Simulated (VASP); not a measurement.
Set up this calculation in VASP 6.6.1, as the native input.

- Task: single point
- Functional: PBE
- Potentials or basis: VASP PAW PBE potentials, release 64 (W_sv, Si)
- Cutoff: 520 eV
- k mesh: 12 × 12 × 12
- Occupations: fermi-dirac, width 0.05 eV
- Spin: no spin polarisation
- Dipole correction: no
- Further INCAR settings: ALGO = Normal; EDIFF = 1e-07; NBANDS = 18

The structure of Si2W lies in POSCAR:

```
Si2W
1.0
   -1.5961151113      1.5961151113      3.8886743761
    1.5961151113     -1.5961151113      3.8886743761
    1.5961151113      1.5961151113     -3.8886743761
W Si
1 2
Direct
    0.0000000000      0.0000000000      0.0000000000
    0.6653000000      0.6653000000      0.0000000000
    0.3347000000      0.3347000000      0.0000000000
```

One way to write it, as run:

INCAR

```
  PREC = Accurate
  ENCUT = 520
  EDIFF = 1E-7
  ISMEAR = -1
  SIGMA = 0.05
  LREAL = F
  LASPH = T
  NELM = 100
  ALGO = Normal
  ISIF = 2
  LWAVE = F
  LCHARG = T
  GGA = PE
  LELF = T
  LVHAR = T
  NBANDS = 18
```

KPOINTS

```
Automatic mesh
0
Gamma
  12 12 12
```

Potentials or basis: VASP PAW PBE potentials, release 64 (W_sv, Si).

Run with:

```bash
$ cat potpaw_PBE.64/W_sv/POTCAR potpaw_PBE.64/Si/POTCAR > POTCAR
$ mpirun -np 1 vasp_std > vasp.out
```

It gave:

The pressure is 8.4 GPa. The largest force is 0.136 eV/Å and the band gap on the k mesh is zero (band 11 reaches 13.02 eV, above the bottom of band 12 at 11.68 eV).

Caveat: spin-orbit coupling is left out, which moves the levels of the heavy elements.

It took 2.2 min on 1 thread of Intel(R) Xeon(R) Platinum 8259CL CPU @ 2.50GHz (Skylake/Cascade Lake), with other jobs on the host, peak memory 0.28 GiB.
